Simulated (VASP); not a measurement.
The system is C.

```
C
1.0
     2.57157    0.00000    0.00000
    -1.28578    2.22704    0.00000
     0.00000    0.00000   12.59803
C
12
Direct
  0.66667 0.33333 0.35417
  0.33333 0.66667 0.85417
  0.66667 0.33333 0.14583
  0.33333 0.66667 0.64583
  0.66667 0.33333 0.47917
  0.33333 0.66667 0.97917
  0.66667 0.33333 0.02083
  0.33333 0.66667 0.52083
  0.00000 0.00000 0.81250
  0.00000 0.00000 0.31250
  0.00000 0.00000 0.68750
  0.00000 0.00000 0.18750
```

Base run:

```yaml
Program: VASP 6.6.1
Functional: LDA
Potentials_or_basis: VASP PAW LDA potentials, release 64 (C)
Cutoff: 520 eV
k_mesh: 12 × 12 × 3
Occupations: fermi-dirac, width 0.05 eV
Spin: no spin polarisation
```

Its results: band gap on the k mesh 4.19 eV (least direct gap 5.11 eV); pressure -33.5 GPa; largest force 0.308 eV/Å.

Q: The run is repeated on the same cell with these changes: functional from LDA to PBE; potentials or basis from VASP PAW LDA potentials, release 64 (C) to VASP PAW PBE potentials, release 64 (C). What comes out?

A: Band gap on the k mesh 4.23 eV (least direct gap 5.16 eV); pressure -20.5 GPa; largest force 0.301 eV/Å.

Caveats: the cell stands under tension; an odd mesh through Γ misses points on the zone boundary, where band edges can lie.
